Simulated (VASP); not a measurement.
The system is W.

```
CELL_PARAMETERS angstrom
0.00000 2.03000 2.03000
2.03000 0.00000 2.03000
2.03000 2.03000 0.00000
ATOMIC_POSITIONS crystal
W 0.00000 0.00000 0.00000
```

This isn't the form of W at room conditions, which is bcc.

```yaml
Program: VASP 6.6.1
Task: relaxation of volume and atoms at fixed shape
Functional: PBEsol
Potentials_or_basis: VASP PAW PBE potentials, release 64 (W_sv)
Cutoff: 500 eV
k_mesh: 18 × 18 × 18
Occupations: fermi-dirac, width 0.05 eV
Spin: no spin polarisation
```

At the start: pressure -12.2 GPa; volume 16.73 Å³/atom.

Task: Where does the relaxation end?

Result: Over 4 steps the energy falls by 28.2 meV/atom and the volume is 16.02 Å³/atom (-4.2 %); space group Fm-3m (No. 225, to 0.1 Å) before and after.

Step by step:
```
step  energy change (eV)  largest force (eV/Å)  pressure (GPa)  volume (Å³)
   1              0.0000                0.0000          -12.16        16.73
   2              0.3273                0.0000           58.90        13.84
   3             -0.0281                0.0000           -0.90        16.06
   4             -0.0282                0.0000           -0.14        16.02
```

Final structure:
```xyz
1
Lattice="0.0000 2.0009 2.0009 2.0009 0.0000 2.0009 2.0009 2.0009 0.0000" Properties=species:S:1:pos:R:3 pbc="T T T"
W     0.0000    0.0000    0.0000
```

Caveat: the PAW data sets were made with another functional, which shifts forces and pressure a little.
